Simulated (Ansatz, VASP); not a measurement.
## Pd: VASP beside Ansatz

The input INCAR:

```
SYSTEM = Pd
  PREC = Accurate
  ENCUT = 520
  EDIFF = 1E-6
  ISMEAR = -1
  SIGMA = 0.2
  LREAL = .FALSE.
  LASPH = .TRUE.
  NELM = 150
  ALGO = Normal
  ISIF = 2
  LWAVE = .FALSE.
  LCHARG = .FALSE.
  ISPIN = 2
  MAGMOM = 0.288
  LORBIT = 11
  LMAXMIX = 4
  GGA = PE
  NBANDS = 15
```

File KPOINTS:

```
Automatic mesh
0
G
  14 14 14
  0 0 0
```

File POSCAR:

```
Pd
1.0
    0.0000000000      1.9737080107      1.9737080107
    1.9737080107      0.0000000000      1.9737080107
    1.9737080107      1.9737080107      0.0000000000
Pd
1
Direct
    0.0000000000      0.0000000000      0.0000000000
```

Input for Ansatz:

```yaml
crystal:
  lattice:
    - [0.0, 1.9737080107, 1.9737080107]
    - [1.9737080107, 0.0, 1.9737080107]
    - [1.9737080107, 1.9737080107, 0.0]
  atoms:
    - { symbol: Pd, position: [0.0, 0.0, 0.0], spin: 0.288 }
hamiltonian:
  xc: pbe
  pseudopotentials:
    kind: paw
    azcp:
      Pd: "pseudopotentials/Pd.paw.azcp"
basis:
  ecutwfc: 420
  fft_grid_basis: typed
kpoints:
  mp_grid: { grid: [14, 14, 14], shift: [0, 0, 0] }
magnetization:
  spin_polarized: true
scf:
  occupations: { method: fermi_dirac, width: 0.2 }
  lower_state_search: "off"
output:
  stress: true
  write_density: true
  write_potential: true
  elf: true
  volumetric_format: npy
```

Alike in both runs: task single point; functional PBE; k mesh 14 × 14 × 14; occupations fermi-dirac, width 0.2 eV; collinear spin.

|  | VASP | Ansatz |
| --- | --- | --- |
| version | VASP 6.6.1 | Ansatz 0.2.0 |
| potentials or method | VASP PAW PBE potentials, release 64 (Pd), cutoff 520 eV | plane waves (420 eV) with PAW, scalar-relativistic |
| valence electrons in the cell | 10 | 18 |

```tsv
	VASP	Ansatz	Ansatz less VASP
pressure (GPa)	0.2	0.5	+0.29
net moment per atom (μB)	0.00	0.00	0.000
```

With one functional, cell and mesh, what is left measures potentials, basis and numerics. VASP's potentials hold 10 valence electrons a cell and Ansatz's 18, so a difference there can come from the potentials and not from the codes. Ansatz's warnings: seeded moment not kept.
